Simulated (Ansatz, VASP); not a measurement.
Two plane-wave programs on Ti

The input INCAR:

```
SYSTEM = Ti
PREC = Accurate
ENCUT = 600
EDIFF = 1E-6
ISMEAR = 0
SIGMA = 0.1
LREAL = .False.
LASPH = .True.
NELM = 60
ALGO = Normal
ISIF = 3
LWAVE = .False.
LCHARG = .False.
GGA = PS
IBRION = 2
NSW = 90
EDIFFG = -0.04
```

KPOINTS

```
regular mesh
0
Gamma
  6 6 6
  0 0 0
```

File POSCAR:

```
Ti
1.0
    0.0000000000      1.9967688423      4.8271588831
    1.8456714575      0.0000000000      4.8271588831
    1.8456714575      1.9967688423      0.0000000000
Ti
2
Direct
    0.8507274276      0.8507274276      0.1492725724
    0.1492725724      0.1492725724      0.8507274276
```

Input for Ansatz:

```yaml
crystal:
  lattice:
    - [0.0, 1.9967688423, 4.8271588831]
    - [1.8456714575, 0.0, 4.8271588831]
    - [1.8456714575, 1.9967688423, 0.0]
  atoms:
    - { symbol: Ti, position: [0.8507274276, 0.8507274276, 0.1492725724] }
    - { symbol: Ti, position: [0.1492725724, 0.1492725724, 0.8507274276] }
basis:
  ecutwfc: 420
kpoints:
  mp_grid: { grid: [6, 6, 6] }
hamiltonian:
  xc: pbesol
scf:
  occupations: { method: gaussian, width: 0.1 }
  lower_state_search: "off"
output:
  forces: true
  stress: true
  eigenvalues: true
relax:
  adjacent_minimum: "off"
  f_tol: 0.04
  max_steps: 70
  cell: { stress_tol: 0.4 }
```

Alike in both runs: task relaxation of cell and atoms; functional PBEsol; k mesh 6 × 6 × 6; occupations gaussian, width 0.1 eV; no spin polarisation.

|  | VASP | Ansatz |
| --- | --- | --- |
| version | VASP 6.6.1 | Ansatz 0.2.0 |
| potentials or method | VASP PAW PBE potentials, release 64 (Ti_sv), cutoff 600 eV | scalar-relativistic, plane waves, PAW |
| valence electrons in the cell | 24 | 24 |

|  | VASP | Ansatz | Ansatz less VASP |
| --- | --- | --- | --- |
| gap on the k mesh at the Fermi level, each at its own relaxed structure (eV) | none | none | - |
| relaxed volume (Å³/atom) | 17.79 | 17.89 | +0.101 |
| relaxed cell length with the largest relative difference (Å) | 5.224 | 5.234 | +0.0104 |

VASP's potentials were made for PBE, not for PBEsol. A gap of «none» marks a metal or a gap that the smearing closes.

The k mesh is coarse, so the values compare programs but aren't converged. Noted on VASP's run: the relaxation stopped at its first step, so nothing moved.
